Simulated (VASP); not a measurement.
A run of VASP 6.6.1:

File INCAR:

```
PREC = Accurate
ENCUT = 520
EDIFF = 1E-7
ISMEAR = 0
SIGMA = 0.01
LREAL = Auto
LASPH = T
NELM = 100
ALGO = Normal
ISIF = 2
LWAVE = F
LCHARG = F
GGA = PE
NBANDS = 86
```

Contents of KPOINTS:

```
Automatic mesh
0
Gamma
  3 3 3
```

POSCAR

```
GaN
1.0
    0.0000000000      0.0000000000     -5.2430304957
    3.2184289212      5.5744824120      0.0000000000
    3.2184289212     -5.5744824120      0.0000000000
Ga N
8 8
Direct
    0.0008683119      0.1666666667      0.3333333333
    0.0008683119      0.1666666667      0.8333333333
    0.0008683119      0.6666666667      0.3333333333
    0.0008683119      0.6666666667      0.8333333333
    0.5008683119      0.3333333333      0.6666666667
    0.5008683119      0.3333333333      0.1666666667
    0.5008683119      0.8333333333      0.6666666667
    0.5008683119      0.8333333333      0.1666666667
    0.6241316881      0.1666666667      0.3333333333
    0.6241316881      0.1666666667      0.8333333333
    0.6241316881      0.6666666667      0.3333333333
    0.6241316881      0.6666666667      0.8333333333
    0.1241316881      0.3333333333      0.6666666667
    0.1241316881      0.3333333333      0.1666666667
    0.1241316881      0.8333333333      0.6666666667
    0.1241316881      0.8333333333      0.1666666667
```

Potentials or basis: VASP PAW PBE potentials, release 64 (Ga_d, N).

Launch:

```sh
$ cat potpaw_PBE.64/Ga_d/POTCAR potpaw_PBE.64/N/POTCAR > POTCAR
$ mpirun -np 1 vasp_std > vasp.out
```

Hardware: 1 thread of Intel(R) Xeon(R) 6975P-C (Granite Rapids), on a shared host.

**Question.** Estimate the wall time of this run.

**Answer.** Wall time 2.3 min on 1 thread of Intel(R) Xeon(R) 6975P-C (Granite Rapids), on a shared host, peak memory 0.31 GiB. Counts: scf iterations 17, k points 6.
